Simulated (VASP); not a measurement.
SiC, 24 atoms in the cell. The cell holds a slab with vacuum, 24 atoms: a = 6.150 Å, b = 6.150 Å, c = 21.649 Å, α = 90.00°, β = 90.00°, γ = 120.00°. 

```yaml
Program: VASP 6.6.1
Task: single point
Functional: PBE
Dispersion: D3(BJ)
Potentials_or_basis: VASP PAW PBE potentials, release 64 (C, Si)
Cutoff: 520 eV
k_mesh: 3 × 3 × 1
Occupations: gaussian, width 0.05 eV
Spin: no spin polarisation
Dipole_correction: yes
Further_INCAR_settings: LREAL = Auto; ALGO = Normal; EDIFF = 1e-06; NBANDS = 66
```

Potentials or basis: VASP PAW PBE potentials, release 64 (C, Si).

Run with:

```bash
$ cat potpaw_PBE.64/C/POTCAR potpaw_PBE.64/Si/POTCAR > POTCAR
$ mpirun -np 1 vasp_std > vasp.out
```

Hardware: 1 thread of Intel Xeon 6975P-C, on a shared host.

Question: Estimate the wall time of this run.

Answer: Wall time 9.8 min on 1 thread of Intel Xeon 6975P-C, on a shared host, peak memory 0.74 GiB. Counts: scf iterations 35, k points 3.
